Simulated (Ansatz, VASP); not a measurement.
**Al2O3 in VASP and in Ansatz**

```
Al O
1.0
     2.81530    0.00000    0.00000
    -1.40765    2.43812    0.00000
     0.00000    0.00000    7.16417
Al O
2 3
Direct
  0.00000 0.00000 0.19074
  0.00000 0.00000 0.80926
  0.33333 0.66667 0.26353
  0.66667 0.33333 0.00000
  0.33333 0.66667 0.73647
```

Alike in both runs: task single point; functional PBE; dispersion D3(BJ); k mesh 9 × 9 × 4; occupations gaussian, width 0.05 eV; no spin polarisation.

|  | VASP | Ansatz |
| --- | --- | --- |
| version | VASP 6.6.1 | Ansatz 0.2.0 |
| potentials or method | VASP PAW PBE potentials, release 64 (Al, O), cutoff 520 eV | scalar-relativistic, plane waves, PAW |
| valence electrons in the cell | 24 | 24 |

```csv
,VASP,Ansatz,Ansatz less VASP
gap on the k mesh at the Fermi level (eV),5.33,5.32,-0.009
least direct gap on the mesh (eV),5.58,5.57,-0.009
pressure (GPa),25.7,25.5,-0.24
"traceless stress, the component that is largest in VASP (GPa)",-7.16,-6.84,+0.327
rms of the force components (eV/Å),1.612,1.624,+0.0124
```

Atom by atom the forces differ by 0.014 eV/Å (rms over components).
